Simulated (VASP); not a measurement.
Crystal: Al2Cu.

```xyz
3
Lattice="4.1052 0.0000 0.0000 0.0000 4.1052 0.0000 0.0000 0.0000 2.8913" Properties=species:S:1:pos:R:3 pbc="T T T"
Al    2.0526    0.0000    1.4457
Al    0.0000    2.0526    1.4457
Cu    0.0000    0.0000    0.0000
```

Program: VASP 6.6.1. Alike in all runs: task single point; potentials or basis VASP PAW PBE potentials, release 64 (Al, Cu); cell as given; cutoff (eV) 520. Hardware: 1 thread of AMD EPYC 7R13, on a shared host.

Task: Order these runs on this cell by their wall time, lowest first.
A. level PBE+D4; spin off; k mesh 1 × 1 × 2; smearing fermi-dirac 0.0861733 eV
B. level PBE; spin collinear, ferromagnetic start; k mesh 2 × 3 × 5; smearing gaussian 0.1 eV
C. level HSE06; spin off; k mesh 2 × 2 × 3; smearing gaussian 0.1 eV; grid for exact exchange (PRECFOCK) Normal; screening parameter 0.2079 1/Å

Result: A (6.3 s), B (44 s), C (100 s).

Caveats: all runs use coarse meshes.
